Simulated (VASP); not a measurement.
The system is Y.

```xyz
2
Lattice="3.6474 0.0000 0.0000 -1.8237 3.1587 0.0000 0.0000 0.0000 5.7306" Properties=species:S:1:pos:R:3 pbc="T T T"
Y     0.0000    2.1058    1.4326
Y     1.8237    1.0529    4.2980
```

```yaml
Program: VASP 6.6.1
Task: relaxation of cell and atoms
Functional: LDA
Potentials_or_basis: VASP PAW LDA potentials, release 64 (Y_sv)
Cutoff: 600 eV
k_mesh: 6 × 6 × 3
Occupations: fermi-dirac, width 0.05 eV
Spin: no spin polarisation
```

At the start: pressure -4.2 GPa; volume 33.01 Å³/atom.

Question: Where does the relaxation end?

Answer: Over 3 steps the energy falls by 50.5 meV/atom and the volume is 29.49 Å³/atom (-10.7 %); space group P6_3/mmc (No. 194, to 0.05 Å).

Step by step:
```tsv
step	energy change (eV)	largest force (eV/Å)	pressure (GPa)	volume (Å³)
1	0.0000	0.0000	-4.24	66.02
2	-0.0986	0.0000	0.78	58.02
3	-0.1010	0.0000	0.03	58.98
```

Final structure:
```yaml
crystal:
  lattice:
    - [3.51524, 0.00000, 0.00000]
    - [-1.75762, 3.04429, 0.00000]
    - [0.00000, 0.00000, 5.51115]
  atoms:
    - { symbol: Y, position: [0.33333, 0.66667, 0.25000] }
    - { symbol: Y, position: [0.66667, 0.33333, 0.75000] }
```

Caveat: the k points lie up to 0.38 Å⁻¹ apart in the final cell; the volume moved by -11 % from the deposited cell, more than functionals usually miss.
